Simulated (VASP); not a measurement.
Wanted: the native input for a VASP 6.6.1 run.

```yaml
Task: relaxation of cell and atoms
Functional: PBE
Potentials_or_basis: VASP PAW PBE potentials, release 64 (P)
Cutoff: 600 eV
k_mesh: 19 × 19 × 19
Occupations: fermi-dirac, width 0.1 eV
Spin: no spin polarisation
Target_pressure: 270 GPa
Dipole_correction: no
Further_INCAR_settings: ALGO = Normal; EDIFF = 1e-07; IBRION = 2; EDIFFG = -0.005; NSW = 32; ISIF = 3
```

The structure of P lies in POSCAR:

```
P
1.0
    1.9852001182      0.0000000000      0.0000000000
    0.0000000000      1.9852001182      0.0000000000
    0.0000000000      0.0000000000      1.9852001182
P
1
Direct
    0.0000000000      0.0000000000      0.0000000000
```

This isn't the form of P at room conditions, which is orthorhombic.

The input as run:

INCAR

```
PREC = Accurate ; ENCUT = 600
EDIFF = 1E-7 ; ISMEAR = -1
SIGMA = 0.1 ; LREAL = False
LASPH = True ; NELM = 60
ALGO = Normal ; ISIF = 3
LWAVE = False ; LCHARG = False
GGA = PE ; IBRION = 2
NSW = 32 ; EDIFFG = -0.005
PSTRESS = 2700.0
```

KPOINTS

```
regular mesh
0
Gamma
  19 19 19
```

Potentials or basis: VASP PAW PBE potentials, release 64 (P).

Launch:

```bash
$ cat potpaw_PBE.64/P/POTCAR > POTCAR
$ mpirun -np 1 vasp_std > vasp.out
```

It gave:

| Property | Result |
| --- | --- |
| Relaxed volume | 7.80 Å³/atom |
| Relaxed cell | a = 1.983 Å, b = 1.983 Å, c = 1.983 Å, α = 90.00°, β = 90.00°, γ = 90.00° |
| Space group after relaxing (to 0.1 Å) | Pm-3m (No. 221) |
| Energy change on relaxing (the run minimises the enthalpy) | +44.7 meV/atom |
| Ionic steps | 3 |
| Pressure after relaxing | 270.0 GPa |
| Band gap on the k mesh | zero (an odd number of electrons rules out a gap without spin polarisation) |

Caveat: the cell is relaxed towards a set pressure, so the run minimises the enthalpy, not the energy.

Run time: 16 s on 1 thread of Intel Xeon 8259CL (shared host), peak memory 0.12 GiB.
